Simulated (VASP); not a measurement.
# Mg3CdSe4 (P6/mmm) in VASP: relaxation of cell and atoms with PBE

Aim: the relaxation of cell and atoms of Mg3CdSe4 with PBE.

Everything below comes from runs of VASP 6.6.1. Logs are shortened: lines on timing, memory, paths and dates and some standing lists are left out, and cuts for length are marked.

### 1 The cell of the first run

Symmetry: P6/mmm, No. 191, hexagonal system. Conventional cell: a = 6.019 Å, b = 6.019 Å, c = 6.871 Å, α = 90.00°, β = 90.00°, γ = 120.00°. Mg (site symmetry mmm) has 2 Se at 1.74 Å within 2.3 Å. Cd (site symmetry 6/mmm) has 2 Se at 2.23 Å within 3.0 Å. Within 2.3 Å of Se (site symmetry -6m2) lie 3 Mg at 1.74 Å. Se (site symmetry 6mm) has 1 Cd at 2.23 Å and 1 Se at 2.41 Å within 3.0 Å.

The cell was generated, and may not be a known phase.

### 2 Relaxation of cell and atoms, PBE

File INCAR:

```
SYSTEM = Mg3CdSe4
PREC = Accurate ; ENCUT = 600
EDIFF = 1E-7 ; ISMEAR = 0
SIGMA = 0.15 ; LREAL = .FALSE.
LASPH = .TRUE. ; NELM = 120
ALGO = Normal ; ISIF = 3
LWAVE = .FALSE. ; LCHARG = .FALSE.
GGA = PE ; IBRION = 2
NSW = 36 ; EDIFFG = -0.08
GGA_COMPAT = .FALSE. ; NELMIN = 4
```

File KPOINTS:

```
regular mesh
0
G
  3 3 2
  0 0 0
```

File POSCAR:

```
Mg3CdSe4
1.0
    6.0185727200      0.0000000000      0.0000000000
   -3.0092863600      5.2122368700      0.0000000000
    0.0000000000      0.0000000000      6.8714000500
Mg Cd Se
3 1 4
Direct
    0.5000000000      0.0000000000      0.5000000000
    0.0000000000      0.5000000000      0.5000000000
    0.5000000000      0.5000000000      0.5000000000
    0.0000000000      0.0000000000      0.0000000000
    0.3333333300      0.6666666700      0.5000000000
    0.6666666700      0.3333333300      0.5000000000
    0.0000000000      0.0000000000      0.3249802400
    0.0000000000      0.0000000000      0.6750197600
```

Potentials or basis: VASP PAW PBE potentials, release 64 (Mg, Cd, Se).

Run with:

```
$ cat potpaw_PBE.64/Mg/POTCAR potpaw_PBE.64/Cd/POTCAR potpaw_PBE.64/Se/POTCAR > POTCAR
$ mpirun -np 1 vasp_std > vasp.out
```

OUTCAR:

```text
SYSTEM = Mg3CdSe4
   PREC = Accurate
   ENCUT = 600
   EDIFF = 1E-7
   ISMEAR = 0
   LREAL = .FALSE.
   LASPH = .TRUE.
   NELM = 120
   ISIF = 3
   GGA = PE
   IBRION = 2
   NSW = 36
   EDIFFG = -0.08
   NELMIN = 4

 ion  position               nearest neighbor table
   1  0.500  0.000  0.500-   5 1.74   6 1.74   2 3.01   3 3.01   3 3.01   2 3.01
   2  0.000  0.500  0.500-   5 1.74   6 1.74   1 3.01   1 3.01   3 3.01   3 3.01
   3  0.500  0.500  0.500-   5 1.74   6 1.74   1 3.01   1 3.01   2 3.01   2 3.01
   4  0.000  0.000  0.000-   7 2.23   8 2.23
   5  0.333  0.667  0.500-   1 1.74   2 1.74   3 1.74
   6  0.667  0.333  0.500-   1 1.74   2 1.74   3 1.74
   7  0.000  0.000  0.325-   4 2.23   8 2.41
   8  0.000  0.000  0.675-   4 2.23   7 2.41

  LATTYP: Found a hexagonal cell.
 ALAT       =     6.0185727200
 C/A-ratio  =     1.1416992649

  Lattice vectors:

 A1 = (   6.0185727200,   0.0000000000,   0.0000000000)
 A2 = (  -3.0092863600,   5.2122368700,   0.0000000000)
 A3 = (   0.0000000000,   0.0000000000,   6.8714000500)

Analysis of symmetry for initial positions (statically):
=====================================================================
 Subroutine PRICEL returns:
 Original cell was already a primitive cell.

 Routine SETGRP: Setting up the symmetry group for a
 hexagonal supercell.

 Subroutine GETGRP returns: Found 24 space group operations
 (whereof 24 operations were pure point group operations)
 out of a pool of 24 trial point group operations.

The static configuration has the point symmetry D_6h.

Analysis of symmetry for dynamics (positions and initial velocities):
=====================================================================
 Subroutine PRICEL returns:
 Original cell was already a primitive cell.

 Routine SETGRP: Setting up the symmetry group for a
 hexagonal supercell.

 Subroutine GETGRP returns: Found 24 space group operations
 (whereof 24 operations were pure point group operations)
 out of a pool of 24 trial point group operations.

The dynamic configuration has the point symmetry D_6h.

 Subroutine INISYM returns: Found 24 space group operations
 (whereof 24 operations are pure point group operations),
 and found     1 'primitive' translations

----------------------------------------------------------------------------------------

                                     Primitive cell

  volume of cell :     215.5574

  direct lattice vectors                    reciprocal lattice vectors
     6.018572720  0.000000000  0.000000000     0.166152350  0.095928104  0.000000000
    -3.009286360  5.212236870  0.000000000     0.000000000  0.191856208  0.000000000
     0.000000000  0.000000000  6.871400050     0.000000000  0.000000000  0.145530750

  length of vectors
     6.018572720  6.018572720  6.871400050     0.191856208  0.191856208  0.145530750

  position of ions in fractional coordinates (direct lattice)
     0.500000000  0.000000000  0.500000000
     0.000000000  0.500000000  0.500000000
     0.500000000  0.500000000  0.500000000
     0.000000000  0.000000000  0.000000000
     0.333333330  0.666666670  0.500000000
     0.666666670  0.333333330  0.500000000
     0.000000000  0.000000000  0.324980240
     0.000000000  0.000000000  0.675019760

  ion indices of the primitive-cell ions
   primitive index   ion index
                 1           1
                 2           2
                 3           3
                 4           4
                 5           5
                 6           6
                 7           7
                 8           8

----------------------------------------------------------------------------------------

 KPOINTS: regular mesh

Automatic generation of k-mesh.
 Grid dimensions read from file:
 generate k-points for:    3    3    2

 Generating k-lattice:

  Cartesian coordinates                     Fractional coordinates (reciprocal lattice)
     0.055384117  0.031976035  0.000000000     0.333333333  0.000000000  0.000000000
     0.000000000  0.063952069  0.000000000     0.000000000  0.333333333  0.000000000
     0.000000000  0.000000000  0.072765375     0.000000000  0.000000000  0.500000000

  Length of vectors
     0.063952069  0.063952069  0.072765375

  Shift w.r.t. Gamma in fractional coordinates (k-lattice)
     0.000000000  0.000000000  0.000000000

 Subroutine IBZKPT returns following result:
 ===========================================

 Found      6 irreducible k-points:

 Following reciprocal coordinates:
            Coordinates               Weight
  0.000000  0.000000  0.000000      1.000000
  0.333333  0.000000  0.000000      6.000000
  0.333333  0.333333  0.000000      2.000000
  0.000000  0.000000  0.500000      1.000000
  0.333333  0.000000  0.500000      6.000000
  0.333333  0.333333  0.500000      2.000000
   k-points           NKPTS =      6   k-points in BZ     NKDIM =      6   number of bands    NBANDS=     26
   number of dos      NEDOS =    301   number of ions     NIONS =      8
   total plane-waves  NPLWV = 129024
   dimension x,y,z NGX =    48 NGY =   48 NGZ =   56
   dimension x,y,z NGXF=    96 NGYF=   96 NGZF=  112
   ions per type =               3   1   4
   NGX,Y,Z   is equivalent  to a cutoff of  13.26, 13.26, 13.55 a.u.
   NGXF,Y,Z  is equivalent  to a cutoff of  26.52, 26.52, 27.10 a.u.
 SYSTEM =  Mg3CdSe4
   PREC   = accura    normal or accurate (medium, high low for compatibility)
   ISTART =      0    job   : 0-new  1-cont  2-samecut
   ICHARG =      2    charge: 1-file 2-atom 10-const
   ISPIN  =      1    spin polarized calculation?
   LNONCOLLINEAR =      F non collinear calculations
   LSORBIT =      F    spin-orbit coupling
   LASPH  =      T    aspherical Exc in radial PAW
   ENCUT  =  600.0 eV  44.10 Ry    6.64 a.u.  12.02 12.02 13.72*2*pi/ulx,y,z
   NELM   =    120;   NELMIN=  4; NELMDL= -5     # of ELM steps
   EDIFF  = 0.1E-06   stopping-criterion for ELM
   LREAL  =      F    real-space projection
   EDIFFG = -.8E-01   stopping-criterion for IOM
   NSW    =     36    number of steps for IOM
   IBRION =      2    ionic relax: 0-MD 1-quasi-New 2-CG
   NFREE  =      1    steps in history (QN), initial steepest desc. (CG)
   ISIF   =      3    stress and relaxation
   ISYM   =      2    0-nonsym 1-usesym 2-fastsym
   POTIM  = 0.5000    time-step for ionic-motion
   TEBEG  =    0.0;   TEEND  =   0.0 temperature during run
   PSTRESS=    0.0 pullay stress
   NELECT =      42.0000    total number of electrons
   NUPDOWN=      -1.0000    fix difference up-down
   EMIN   =  10.00;   EMAX   =-10.00  energy-range for DOS
   EFERMI =   0.00;   METHOD = LEGACY
   ISMEAR =     0;   SIGMA  =   0.15  broadening in eV -4-tet -1-fermi 0-gaus
   EFERMI_NEDOS =   21; number of points for ismear=-14 and -15
   IALGO  =     38    algorithm
   IMIX   =      4    mixing-type and parameters
     AMIX     =   0.40;   BMIX     =  1.00
     AMIX_MAG =   1.60;   BMIX_MAG =  1.00
  volume/ion in A,a.u.               =      26.94       181.83
  Fermi-wavevector in a.u.,A,eV,Ry     =   0.949082  1.793504 12.255532  0.900756
  Thomas-Fermi vector in A             =   2.077331
   LORBIT       =      0    0 simple, 1 ext, 2 COOP (PROOUT), +10 PAW based schemes
   GGA     = PE    functional components
   LHFCALC =     F    Hartree Fock is set to
   AEXX    =    0.0000 exact exchange contribution
   IVDW    =     0    specifies the selected vdW correction
   LEPSILON=     F    determine dielectric tensor
   LRPA    =     F    only Hartree local field effects (RPA)
 conjugate gradient relaxation of ions
 non-spin polarized calculation
 Gauss-broadening in eV      SIGMA  =   0.15
  energy-cutoff  :      600.00
  volume of cell :      215.56
 maximum number of plane-waves:      7218
   NGX = 25   NGY = 25   NGZ = 27

--------------------------------------- Ionic step        1  -------------------------------------------

 number of electron      42.0000002 magnetization

 Free energy of the ion-electron system (eV)
  ---------------------------------------------------
  ext. energy  EPLUGINS =         0.00000000
  ---------------------------------------------------
  free energy    TOTEN  =         9.77443586 eV

  energy without entropy =        9.78305685  energy(sigma->0) =        9.77874635

 E-fermi :   3.5720     XC(G=0):  -7.6354

 val. band max:        3.3758731724   @ k =   0.0000   0.0000   0.0000
 cond. band min:       3.6640001718   @ k =   0.0000   0.0000   0.0000
 fundamental gap:      0.2881269994
 Fermi energy:         3.5719694106

 k-point     1 :       0.0000    0.0000    0.0000
  band No.  band energies     occupation
      1     -13.9077      2.00000
      2     -12.3795      2.00000
      3     -11.7198      2.00000
      4      -9.1807      2.00000
      5      -7.1006      2.00000
      6      -6.4236      2.00000
[... 282 lines left out ...]
  FREE ENERGIE OF THE ION-ELECTRON SYSTEM (eV)
  ---------------------------------------------------
  free  energy   TOTEN  =       -20.2994388191 eV

  energy  without entropy=      -20.2574626315  energy(sigma->0) =      -20.27845073

[... ionic steps 4 to 9 ...]

--------------------------------------- Ionic step       10  -------------------------------------------

 number of electron      42.0000011 magnetization

------------------------ aborting loop because EDIFF is reached ----------------------------------------

  FORCE on cell =-STRESS in cart. coord.  units (eV):
  Direction    XX          YY          ZZ          XY          YZ          ZX
  --------------------------------------------------------------------------------------
  -------------------------------------------------------------------------------------
  Total        0.2441275      0.2441275      0.2349452      0.0000000     -0.0000000      0.0000000
  in kB        0.8235859      0.8235859      0.7926084      0.0000000     -0.0000000      0.0000000
  external PRESSURE =       0.8132601 kB  Pullay stress =       0.0000000 kB
[... 69 lines left out ...]
  energy  without entropy=      -20.5725985363  energy(sigma->0) =      -20.59261505

--------------------------------------- Ionic step       12  -------------------------------------------

 number of electron      42.0000024 magnetization

 Free energy of the ion-electron system (eV)
  ---------------------------------------------------
  ext. energy  EPLUGINS =         0.00000000
  ---------------------------------------------------
  free energy    TOTEN  =       -20.62326692 eV

  energy without entropy =      -20.58518987  energy(sigma->0) =      -20.60422840

 E-fermi :  -1.2313     XC(G=0):  -5.1247

 val. band max:       -1.2407573969   @ k =   0.0000   0.0000   0.5000
 cond. band min:      -0.5258714065   @ k =   0.3333   0.0000   0.0000
 fundamental gap:      0.7148859904
 Fermi energy:        -1.2312644016

 k-point     1 :       0.0000    0.0000    0.0000
  band No.  band energies     occupation
      1     -15.1951      2.00000
      2     -15.0058      2.00000
      3     -12.7490      2.00000
      4     -12.0239      2.00000
      5      -8.9333      2.00000
      6      -8.9333      2.00000
[... 198 lines left out ...]
  FREE ENERGIE OF THE ION-ELECTRON SYSTEM (eV)
  ---------------------------------------------------
  free  energy   TOTEN  =       -20.6232669228 eV

  energy  without entropy=      -20.5851898718  energy(sigma->0) =      -20.60422840

 reached required accuracy - stopping structural energy minimisation
```

Wall time 22 min (1 thread of Intel Xeon 8259CL, shared host); peak memory 0.39 GiB.

Results:

- Free energy: -20.6233 eV
- Relaxed volume: 60.78 Å³/atom
- Relaxed cell: a = 8.235 Å, b = 8.235 Å, c = 8.279 Å, α = 90.00°, β = 90.00°, γ = 120.00°
- Space group after relaxing (to 0.1 Å): P6/mmm (No. 191)
- Energy gained by relaxing: 3799.7 meV/atom
- Ionic steps: 12
- Pressure after relaxing: 0.0 GPa
- Largest force after relaxing: 0.033 eV/Å
- Band gap on the k mesh: zero (bands 21 and 22 overlap by 0.01 eV)

Forces in eV/Å, atoms in the order of the input:
```
Mg   0.000  0.000  0.000
Mg   0.000  0.000  0.000
Mg   0.000  0.000  0.000
Cd   0.000  0.000  0.000
Se   0.000  0.000  0.000
Se   0.000  0.000  0.000
Se   0.000  0.000  0.033
Se   0.000  0.000 -0.033
```

The path:
```csv
step,energy change (eV),largest force (eV/Å),pressure (GPa),volume (Å³)
1,0.0000,1.8161,65.86,215.56
2,-25.8406,0.9797,-3.13,751.67
3,-30.0739,0.6472,0.95,443.53
4,-30.0922,0.5823,0.12,464.47
5,-30.0984,0.6108,0.43,455.88
6,-30.0919,0.6295,0.67,449.97
7,-30.2646,0.6703,0.28,460.74
8,-30.2995,0.7450,0.14,466.84
9,-30.3043,0.7978,0.09,469.53
10,-30.3665,0.4160,0.08,474.92
11,-30.3871,0.0419,0.11,480.13
12,-30.3977,0.0335,0.00,486.21
```

Final structure:
```cif
data_structure
_symmetry_space_group_name_H-M 'P 1'
_symmetry_Int_Tables_number 1
_cell_length_a 8.2347
_cell_length_b 8.2347
_cell_length_c 8.2793
_cell_angle_alpha 90.000
_cell_angle_beta 90.000
_cell_angle_gamma 120.000
_cell_volume 486.21
loop_
_atom_site_label
_atom_site_type_symbol
_atom_site_fract_x
_atom_site_fract_y
_atom_site_fract_z
_atom_site_occupancy
Mg1 Mg 0.50000 0.00000 0.50000 1
Mg2 Mg 0.00000 0.50000 0.50000 1
Mg3 Mg 0.50000 0.50000 0.50000 1
Cd1 Cd 0.00000 0.00000 0.00000 1
Se1 Se 0.33333 0.66667 0.50000 1
Se2 Se 0.66667 0.33333 0.50000 1
Se3 Se 0.00000 0.00000 0.29682 1
Se4 Se 0.00000 0.00000 0.70318 1
```

Caveat: the k points lie up to 0.38 Å⁻¹ apart in the final cell; the volume moved by over 15 % at a fixed basis, so the end points are rough; semilocal functionals underestimate gaps, and a narrow one can read as zero; the relaxation stopped at a loose force limit of 0.08 eV/Å, so its end isn't a converged minimum.

The gap in the log of VASP goes by the Fermi energy; the results here count the filled bands.